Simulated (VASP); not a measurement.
Wanted: the native input for a VASP 6.6.1 run.

```yaml
Task: single point
Functional: PBEsol
Potentials_or_basis: VASP PAW PBE potentials, release 64 (Zn, O_h)
Cutoff: 910 eV
k_mesh: 8 × 8 × 6
Occupations: gaussian, width 0.05 eV
Spin: no spin polarisation
Dipole_correction: no
Second_run: hard_potentials
Further_INCAR_settings: ALGO = Normal; EDIFF = 1e-06; NBANDS = 26
```

The structure of ZnO lies in POSCAR:

```
ZnO
1.0
    3.1880703917      0.0000000000      0.0000000000
   -1.5940351958      2.7609499483      0.0000000000
    0.0000000000      0.0000000000      5.1407098901
Zn O
2 2
Direct
    0.3333333333      0.6666666667      0.0014489168
    0.6666666667      0.3333333333      0.5014489168
    0.3333333333      0.6666666667      0.3806510832
    0.6666666667      0.3333333333      0.8806510832
```

This cell differs from its parent crystal: volume scaled by 0.96.

One way to write it, as run:

INCAR

```
SYSTEM = ZnO
ALGO = Normal
EDIFF = 1E-6
ENCUT = 910
GGA = PS
GGA_COMPAT = .False.
ISIF = 2
ISMEAR = 0
LASPH = .True.
LCHARG = .False.
LREAL = .False.
LWAVE = .False.
NBANDS = 26
NELM = 120
PREC = Accurate
SIGMA = 0.05
```

KPOINTS

```
k-points
0
Gamma
  8 8 6
  0 0 0
```

Potentials or basis: VASP PAW PBE potentials, release 64 (Zn, O_h).

Launch:

```console
$ cat potpaw_PBE.64/Zn/POTCAR potpaw_PBE.64/O_h/POTCAR > POTCAR
$ mpirun -np 1 vasp_std > vasp.out
```

Results of the run:

```
Pressure               : 7.2 GPa
Band gap on the k mesh : 0.75 eV, direct
```

Caveat: the cutoff is under 1.25 times the usual one of these potentials, so pressure, stress and relaxed cells hold a basis-set (Pulay) error; the PAW data sets were made with another functional, which shifts forces and pressure a little.

It took 110 s on 1 thread of Intel(R) Xeon(R) Platinum 8259CL CPU @ 2.50GHz (Skylake/Cascade Lake), with other jobs on the host, peak memory 0.27 GiB.
